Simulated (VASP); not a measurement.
Write the native input for VASP 6.6.1 that does the following.

- Task: single point
- Functional: r2SCAN
- Potentials or basis: VASP PAW PBE potentials, release 64 (B)
- Cutoff: 520 eV
- k mesh: 36 × 36 × 14
- Occupations: gaussian, width 0.15 eV
- Spin: no spin polarisation
- Dipole correction: no
- Further INCAR settings: ALGO = Normal; EDIFF = 1e-06; NBANDS = 8

Crystal: B.

```
B
1.0
     1.70243    0.00000    0.00000
    -0.85122    1.47435    0.00000
     0.00000    0.00000    3.63542
B
1
Direct
  0.00000 0.00000 0.00000
```

The input as run:

POSCAR

```
B
1.0
    1.7024335758      0.0000000000      0.0000000000
   -0.8512167879      1.4743507249      0.0000000000
    0.0000000000      0.0000000000      3.6354228500
B
1
Direct
    0.0000000000      0.0000000000      0.0000000000
```

INCAR.step1

```
SYSTEM = B
PREC = Accurate
ENCUT = 520
ISMEAR = 0
SIGMA = 0.15
LREAL = .False.
LASPH = .True.
NELM = 80
NBANDS = 8
GGA = PE
ALGO = Normal
EDIFF = 1E-4
LWAVE = .True.
LCHARG = .False.
```

INCAR.step2

```
SYSTEM = B
PREC = Accurate
ENCUT = 520
EDIFF = 1E-6
ISMEAR = 0
SIGMA = 0.15
LREAL = .False.
LASPH = .True.
NELM = 80
ALGO = Normal
ISIF = 2
LWAVE = .False.
LCHARG = .False.
METAGGA = R2SCAN
LMIXTAU = .True.
NBANDS = 8
ISTART = 1
```

KPOINTS

```
Automatic mesh
0
Gamma
  36 36 14
  0 0 0
```

Potentials or basis: VASP PAW PBE potentials, release 64 (B).

Launch:

```console
$ cat potpaw_PBE.64/B/POTCAR > POTCAR
$ cp INCAR.step1 INCAR
$ mpirun -np 1 vasp_std > vasp.out
$ cp INCAR.step2 INCAR
$ mpirun -np 1 vasp_std > vasp.out
```

Results of the run:

| Quantity | Value |
| --- | --- |
| Pressure | 1.4 GPa |

Caveat: the PAW data sets were made with another functional, which shifts forces and pressure a little.

Wall time 2 min on 1 thread of Intel(R) Xeon(R) 6975P-C (Granite Rapids), on a shared host, peak memory 0.16 GiB.
